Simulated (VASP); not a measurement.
Ba, 1 atom in the cell. The structure is cubic, space group Im-3m (No. 229). The conventional cell has a = 5.046 Å, b = 5.046 Å, c = 5.046 Å, α = 90.00°, β = 90.00°, γ = 90.00°. Within 5.7 Å of Ba (site symmetry m-3m) lie 14 Ba at 4.37 to 5.05 Å.  This cell differs from its parent crystal: volume scaled by 1.02.

```yaml
Program: VASP 6.6.1
Task: single point
Functional: PBE
Potentials_or_basis: VASP PAW PBE potentials, release 64 (Ba_sv)
Cutoff: 520 eV
k_mesh: 8 × 8 × 8
Occupations: tetrahedron
Spin: no spin polarisation
Dipole_correction: no
Further_INCAR_settings: ALGO = Normal; EDIFF = 1e-06; NBANDS = 11
```

Potentials or basis: VASP PAW PBE potentials, release 64 (Ba_sv).

The run is started by

```sh
$ cat potpaw_PBE.64/Ba_sv/POTCAR > POTCAR
$ mpirun -np 1 vasp_std > vasp.out
```

Hardware: 1 thread of Intel(R) Xeon(R) 6975P-C (Granite Rapids), with other jobs on the host.

Task: Estimate the wall time of this run.

Result: Wall time 7.2 s on 1 thread of Intel(R) Xeon(R) 6975P-C (Granite Rapids), with other jobs on the host, peak memory 0.2 GiB. Counts: scf iterations 11, k points 29.
